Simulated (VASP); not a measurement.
# PbSe in VASP: notebook

Aim: see how the results for PbSe move with the level of theory and the settings. Levels: PBE, r2SCAN. Tasks: single point.

Program: VASP 6.6.1. These are calculated values, not measurements. Logs are shortened: lines on timing, memory, paths and dates and some standing lists are left out, and cuts for length are marked.

### Step 1. The cell of the first run

Symmetry: Immm, No. 71, orthorhombic system. The conventional cell has a = 4.335 Å, b = 4.401 Å, c = 6.177 Å, α = 90.00°, β = 90.00°, γ = 90.00°. Within 4.1 Å of Pb (site symmetry mmm) lie 6 Se at 3.09 Å. Se (site symmetry mmm) has 6 Pb at 3.09 Å within 4.1 Å.

### Step 2. Single point, PBE (shear xy strain +1.5%)

INCAR reads:

```
SYSTEM = PbSe
  PREC = Accurate
  ENCUT = 520
  EDIFF = 1E-6
  ISMEAR = -1
  SIGMA = 0.02
  LREAL = .FALSE.
  LASPH = .TRUE.
  NELM = 100
  ALGO = Normal
  ISIF = 2
  LWAVE = .FALSE.
  LCHARG = .FALSE.
  GGA = PE
  NBANDS = 17
```

KPOINTS reads:

```
regular mesh
0
G
  8 8 8
  0 0 0
```

POSCAR reads:

```
PbSe
1.0
    0.0231652666      3.0887022180      3.0887022180
    3.0887022180      0.0231652666      3.0887022180
    3.1118674846      3.1118674846      0.0000000000
Pb Se
1 1
Direct
    0.0000000000      0.0000000000      0.0000000000
    0.5000000000      0.5000000000      0.5000000000
```

Potentials or basis: VASP PAW PBE potentials, release 64 (Pb_d, Se).

On the command line:

```console
> cat potpaw_PBE.64/Pb_d/POTCAR potpaw_PBE.64/Se/POTCAR > POTCAR
> mpirun -np 1 vasp_std > vasp.out
```

OUTCAR:

```text
SYSTEM = PbSe
   PREC = Accurate
   ENCUT = 520
   EDIFF = 1E-6
   ISMEAR = -1
   LREAL = .FALSE.
   LASPH = .TRUE.
   NELM = 100
   ISIF = 2
   GGA = PE

 ion  position               nearest neighbor table
   1  0.000  0.000  0.000-   2 3.09   2 3.09   2 3.09   2 3.09   2 3.09   2 3.09
   2  0.500  0.500  0.500-   1 3.09   1 3.09   1 3.09   1 3.09   1 3.09   1 3.09

  LATTYP: Found a body centered orthorhombic cell.
 ALAT       =     4.3353239326
 B/A-ratio  =     1.0151133501
 C/A-ratio  =     1.4249003147

  Lattice vectors:

 A1 = (   3.0887022180,   0.0231652666,  -3.0887022180)
 A2 = (  -3.0887022180,  -0.0231652666,  -3.0887022180)
 A3 = (   0.0231652666,   3.0887022180,   3.0887022180)

Analysis of symmetry for initial positions (statically):
=====================================================================
 Subroutine PRICEL returns:
 Original cell was already a primitive cell.

 Routine SETGRP: Setting up the symmetry group for a
 body centered orthorhombic supercell.

 Subroutine GETGRP returns: Found  8 space group operations
 (whereof  8 operations were pure point group operations)
 out of a pool of  8 trial point group operations.

The static configuration has the point symmetry D_2h.

Analysis of symmetry for dynamics (positions and initial velocities):
=====================================================================
 Subroutine PRICEL returns:
 Original cell was already a primitive cell.

 Routine SETGRP: Setting up the symmetry group for a
 body centered orthorhombic supercell.

 Subroutine GETGRP returns: Found  8 space group operations
 (whereof  8 operations were pure point group operations)
 out of a pool of  8 trial point group operations.

The dynamic configuration has the point symmetry D_2h.

 Subroutine INISYM returns: Found  8 space group operations
 (whereof  8 operations are pure point group operations),
 and found     1 'primitive' translations

----------------------------------------------------------------------------------------

                                     Primitive cell

  volume of cell :      58.9296

  direct lattice vectors                    reciprocal lattice vectors
     0.023165267  3.088702218  3.088702218    -0.163103563  0.163103563  0.161880287
[... 76 lines left out ...]
 SYSTEM =  PbSe
   PREC   = accura    normal or accurate (medium, high low for compatibility)
   ISTART =      0    job   : 0-new  1-cont  2-samecut
   ICHARG =      2    charge: 1-file 2-atom 10-const
   ISPIN  =      1    spin polarized calculation?
   LNONCOLLINEAR =      F non collinear calculations
   LSORBIT =      F    spin-orbit coupling
   LASPH  =      T    aspherical Exc in radial PAW
   ENCUT  =  520.0 eV  38.22 Ry    6.18 a.u.   8.12  8.12  8.18*2*pi/ulx,y,z
   NELM   =    100;   NELMIN=  2; NELMDL= -5     # of ELM steps
   EDIFF  = 0.1E-05   stopping-criterion for ELM
   LREAL  =      F    real-space projection
   EDIFFG = 0.1E-04   stopping-criterion for IOM
   NSW    =      0    number of steps for IOM
   IBRION =     -1    ionic relax: 0-MD 1-quasi-New 2-CG
   NFREE  =      0    steps in history (QN), initial steepest desc. (CG)
   ISIF   =      2    stress and relaxation
   ISYM   =      2    0-nonsym 1-usesym 2-fastsym
   POTIM  = 0.5000    time-step for ionic-motion
   TEBEG  =    0.0;   TEEND  =   0.0 temperature during run
   PSTRESS=    0.0 pullay stress
   NELECT =      20.0000    total number of electrons
   NUPDOWN=      -1.0000    fix difference up-down
   EMIN   =  10.00;   EMAX   =-10.00  energy-range for DOS
   EFERMI =   0.00;   METHOD = LEGACY
   ISMEAR =    -1;   SIGMA  =   0.02  broadening in eV -4-tet -1-fermi 0-gaus
   EFERMI_NEDOS =   21; number of points for ismear=-14 and -15
   IALGO  =     38    algorithm
   IMIX   =      4    mixing-type and parameters
     AMIX     =   0.40;   BMIX     =  1.00
     AMIX_MAG =   1.60;   BMIX_MAG =  1.00
  volume/ion in A,a.u.               =      29.46       198.84
  Fermi-wavevector in a.u.,A,eV,Ry     =   1.141932  2.157939 17.742117  1.304009
  Thomas-Fermi vector in A             =   2.278631
   LORBIT       =      0    0 simple, 1 ext, 2 COOP (PROOUT), +10 PAW based schemes
   GGA     = PE    functional components
   LHFCALC =     F    Hartree Fock is set to
   AEXX    =    0.0000 exact exchange contribution
   IVDW    =     0    specifies the selected vdW correction
   LEPSILON=     F    determine dielectric tensor
   LRPA    =     F    only Hartree local field effects (RPA)
 non-spin polarized calculation
  energy-cutoff  :      520.00
  volume of cell :       58.93
 maximum number of plane-waves:      1602
   NGX = 17   NGY = 17   NGZ = 17

 number of electron      19.9999998 magnetization

 Free energy of the ion-electron system (eV)
  ---------------------------------------------------
  ext. energy  EPLUGINS =         0.00000000
  ---------------------------------------------------
  free energy    TOTEN  =        -8.19447614 eV

  energy without entropy =       -8.19447497  energy(sigma->0) =       -8.19447556

 E-fermi :   4.9008     XC(G=0):  -9.4048

 val. band max:        4.7442780647   @ k =   0.0000   0.0000   0.5000
 cond. band min:       5.0570370814   @ k =   0.5000   0.0000   0.0000
 fundamental gap:      0.3127590167
 Fermi energy:         4.9007959058

 k-point     1 :       0.0000    0.0000    0.0000
  band No.  band energies     occupation
      1     -12.0615      2.00000
      2     -12.0606      2.00000
      3     -12.0591      2.00000
      4     -12.0546      2.00000
      5     -12.0530      2.00000
      6      -8.6308      2.00000
[... 457 lines left out ...]
      4     -12.0474      2.00000
      5     -12.0434      2.00000
      6      -8.2304      2.00000
[... 9 lines left out ...]
     16      13.1664      0.00000
     17      14.7081      0.00000

 [... further k-points ...]
[... 5 lines left out ...]
  --------------------------------------------------------------------------------------
  -------------------------------------------------------------------------------------
  Total        0.3403937      0.3403937      0.3383020     -0.0947831      0.0000000      0.0000000
  in kB        9.2546167      9.2546167      9.1977477     -2.5769621      0.0000000      0.0000000
  external PRESSURE =       9.2356604 kB  Pullay stress =       0.0000000 kB

 VOLUME and BASIS-vectors are now :
 -----------------------------------------------------------------------------
  energy-cutoff  :      520.00
  volume of cell :       58.93
      direct lattice vectors                 reciprocal lattice vectors
     0.023165267  3.088702218  3.088702218    -0.163103563  0.163103563  0.161880287
     3.088702218  0.023165267  3.088702218     0.163103563 -0.163103563  0.161880287
     3.111867485  3.111867485  0.000000000     0.160675222  0.160675222 -0.161880287

 POSITION                                       TOTAL-FORCE (eV/Angst)
 -----------------------------------------------------------------------------------
      0.00000      0.00000      0.00000         0.000000      0.000000      0.000000
      3.11187      3.11187      3.08870        -0.000000     -0.000000      0.000000
 -----------------------------------------------------------------------------------
    total drift:                                0.000000     -0.000000     -0.000000

  FREE ENERGIE OF THE ION-ELECTRON SYSTEM (eV)
  ---------------------------------------------------
  free  energy   TOTEN  =        -8.1944761389 eV

  energy  without entropy=       -8.1944749717  energy(sigma->0) =       -8.19447556
```

stdout:

```text
POSCAR found type information on POSCAR PbSe
 POSCAR found :  2 types and       2 ions
 scaLAPACK will be used
 LDA part: xc-table for (Slater+PW92), standard interpolation
 POSCAR, INCAR and KPOINTS ok, starting setup
 FFT: planning ... GRIDC
 FFT: planning ... GRID_SOFT
 FFT: planning ... GRID
 WAVECAR not read
 entering main loop
```

Run time: 30 s. Hardware: 1 thread of Intel Xeon 6975P-C (Granite Rapids), shared host; peak memory 0.24 GiB.

What came out:

```yaml
Free_energy: -8.1945 eV
Pressure: 0.9 GPa
Band_gap_on_the_k_mesh: 0.31 eV, indirect (least direct gap 0.37 eV)
```

Caveat: the cell differs from its parent crystal (shear xy strain +1.5%); spin-orbit coupling is left out, which moves the levels of the heavy elements. A k mesh can miss the band edges.

### Step 3. Single point, r2SCAN (uniaxial z strain +2.5%)

POSCAR reads:

```
PbSe
1.0
    0.0000000000      3.0887022180      3.1659197734
    3.0887022180      0.0000000000      3.1659197734
    3.0887022180      3.0887022180      0.0000000000
Pb Se
1 1
Direct
    0.0000000000      0.0000000000      0.0000000000
    0.5000000000      0.5000000000      0.5000000000
```

INCAR.step1 reads:

```
SYSTEM = PbSe
ALGO = Normal
EDIFF = 1E-4
ENCUT = 520
GGA = PE
ISMEAR = 0
LASPH = .True.
LCHARG = .False.
LREAL = .False.
LWAVE = .True.
NBANDS = 17
NELM = 100
PREC = Accurate
SIGMA = 0.01
```

INCAR.step2 reads:

```
SYSTEM = PbSe
ALGO = Normal
EDIFF = 1E-6
ENCUT = 520
ISIF = 2
ISMEAR = 0
ISTART = 1
LASPH = .True.
LCHARG = .True.
LELF = .True.
LMIXTAU = .True.
LREAL = .False.
LVHAR = .True.
LWAVE = .False.
METAGGA = R2SCAN
NBANDS = 17
NELM = 100
PREC = Accurate
SIGMA = 0.01
```

KPOINTS reads:

```
k-points
0
Gamma
  8 8 8
  0 0 0
```

Potentials or basis: VASP PAW PBE potentials, release 64 (Pb_d, Se).

On the command line:

```console
> cat potpaw_PBE.64/Pb_d/POTCAR potpaw_PBE.64/Se/POTCAR > POTCAR
> cp INCAR.step1 INCAR
> mpirun -np 1 vasp_std > vasp.out
> cp INCAR.step2 INCAR
> mpirun -np 1 vasp_std > vasp.out
```

Wall time 81 s (1 thread of Intel Xeon 6975P-C (Granite Rapids), shared host); peak memory 0.24 GiB.

Results (log left out):

| Item | Value |
| --- | --- |
| Free energy | -71.9267 eV |
| Pressure | -1.1 GPa |
| Band gap on the k mesh | 0.73 eV, direct |

Stress tensor (GPa, compression positive):
```
-0.32  0.00  0.00
 0.00 -0.32  0.00
 0.00  0.00 -2.72
```

Levels at points of the mesh, in eV from the valence-band top:
```csv
k point,band 6,band 7,band 8,band 9,band 10,band 11,band 12,band 13,band 14,band 15
"(0.00, 0.00, 0.00)",-13.68,-6.41,-1.83,-1.83,-1.61,4.59,5.14,5.14,7.01,7.15
"(0.50, 0.00, 0.00)",-12.70,-8.75,-1.40,-1.35,0.00,0.73,2.00,2.12,9.03,10.54
"(0.50, 0.50, 0.00)",-12.45,-7.36,-4.65,-3.00,-3.00,4.33,5.91,5.91,6.06,11.79
"(0.50, 0.00, 0.50)",-12.34,-7.47,-4.70,-3.17,-2.91,4.23,5.49,6.06,6.38,11.52
```

Caveat: the cell differs from its parent crystal (uniaxial z strain +2.5%); the PAW data sets were made with another functional, which shifts forces and pressure a little; spin-orbit coupling is left out, which moves the levels of the heavy elements. A k mesh can miss the band edges.

### Step 4. Single point, r2SCAN (shear xy strain +1.5%)

POSCAR reads:

```
PbSe
1.0
    0.0231652666      3.0887022180      3.0887022180
    3.0887022180      0.0231652666      3.0887022180
    3.1118674846      3.1118674846      0.0000000000
Pb Se
1 1
Direct
    0.0000000000      0.0000000000      0.0000000000
    0.5000000000      0.5000000000      0.5000000000
```

INCAR.step1 reads:

```
SYSTEM = PbSe
PREC     = Accurate       ! precision mode
ENCUT    = 520            ! plane-wave cutoff, eV
ISMEAR   = 0              ! smearing method
SIGMA    = 0.01           ! smearing width, eV
LREAL    = .FALSE.        ! projectors in reciprocal space
LASPH    = .TRUE.         ! aspherical terms in the spheres
NELM     = 60             ! most SCF steps
NBANDS   = 17             ! bands
GGA      = PE             ! functional
ALGO     = Normal         ! electronic algorithm
EDIFF    = 1E-4           ! SCF threshold, eV
LWAVE    = .TRUE.         ! write WAVECAR
LCHARG   = .FALSE.        ! write CHGCAR
```

INCAR.step2 reads:

```
SYSTEM = PbSe
PREC     = Accurate       ! precision mode
ENCUT    = 520            ! plane-wave cutoff, eV
EDIFF    = 1E-6           ! SCF threshold, eV
ISMEAR   = 0              ! smearing method
SIGMA    = 0.01           ! smearing width, eV
LREAL    = .FALSE.        ! projectors in reciprocal space
LASPH    = .TRUE.         ! aspherical terms in the spheres
NELM     = 60             ! most SCF steps
ALGO     = Normal         ! electronic algorithm
ISIF     = 2              ! what is computed and relaxed
LWAVE    = .FALSE.        ! write WAVECAR
LCHARG   = .FALSE.        ! write CHGCAR
METAGGA  = R2SCAN         ! meta-GGA
LMIXTAU  = .TRUE.       
NBANDS   = 17             ! bands
ISTART   = 1
```

KPOINTS reads:

```
Automatic mesh
0
G
  8 8 8
  0 0 0
```

On the command line:

```console
> cat potpaw_PBE.64/Pb_d/POTCAR potpaw_PBE.64/Se/POTCAR > POTCAR
> cp INCAR.step1 INCAR
> mpirun -np 1 vasp_std > vasp.out
> cp INCAR.step2 INCAR
> mpirun -np 1 vasp_std > vasp.out
```

Wall time 2 min (1 thread of Intel Xeon 6975P-C (Granite Rapids), shared host); peak memory 0.25 GiB.

The run converged. Its results:

```
Free energy            : -71.9386 eV
Pressure               : 0.0 GPa
Band gap on the k mesh : 0.60 eV, indirect (least direct gap 0.66 eV)
```

Stress tensor (GPa, compression positive):
```
 0.01 -0.27  0.00
-0.27  0.01  0.00
 0.00  0.00  0.01
```

Levels at points of the mesh, in eV from the valence-band top:
| k point | band 8 | band 9 | band 10 | band 11 | band 12 | band 13 |
| --- | --- | --- | --- | --- | --- | --- |
| (0.00, 0.00, 0.00) | -1.97 | -1.91 | -1.85 | 4.95 | 4.96 | 4.98 |
| (0.50, 0.00, 0.00) | -1.54 | -1.51 | -0.06 | 0.60 | 1.91 | 1.95 |
| (0.50, 0.50, 0.00) | -4.93 | -3.30 | -3.15 | 4.13 | 5.86 | 5.90 |
| (0.00, 0.00, 0.50) | -1.51 | -1.47 | 0.00 | 0.67 | 1.99 | 2.03 |
| (0.50, 0.00, 0.50) | -4.93 | -3.22 | -3.22 | 4.13 | 5.86 | 5.88 |

Caveat: the cell differs from its parent crystal (shear xy strain +1.5%); the PAW data sets were made with another functional, which shifts forces and pressure a little; spin-orbit coupling is left out, which moves the levels of the heavy elements.

### Step 5. The runs side by side

| level | cell | smearing | gap on the mesh (eV) | pressure (GPa) |
| --- | --- | --- | --- | --- |
| PBE | a = 4.368, b = 4.368, c = 4.401 Å, angles 59.8, 59.8, 59.5°, 2 atoms | fermi-dirac 0.02 eV | 0.31 | 0.9 |
| r2SCAN | a = 4.423, b = 4.423, c = 4.368 Å, angles 60.4, 60.4, 59.2°, 2 atoms | gaussian 0.01 eV | 0.73 | -1.1 |
| r2SCAN | a = 4.368, b = 4.368, c = 4.401 Å, angles 59.8, 59.8, 59.5°, 2 atoms | gaussian 0.01 eV | 0.60 | 0.0 |

Alike in all rows: task single point; potentials or basis VASP PAW PBE potentials, release 64 (Pb_d, Se); no spin polarisation; k mesh 8 × 8 × 8; cutoff (eV) 520.

Caveats: spin-orbit coupling is left out, which moves the levels of the heavy elements; the PAW data sets were made with another functional, which shifts forces and pressure a little (some runs).

Absolute energies hang on the potentials; compare differences alone.
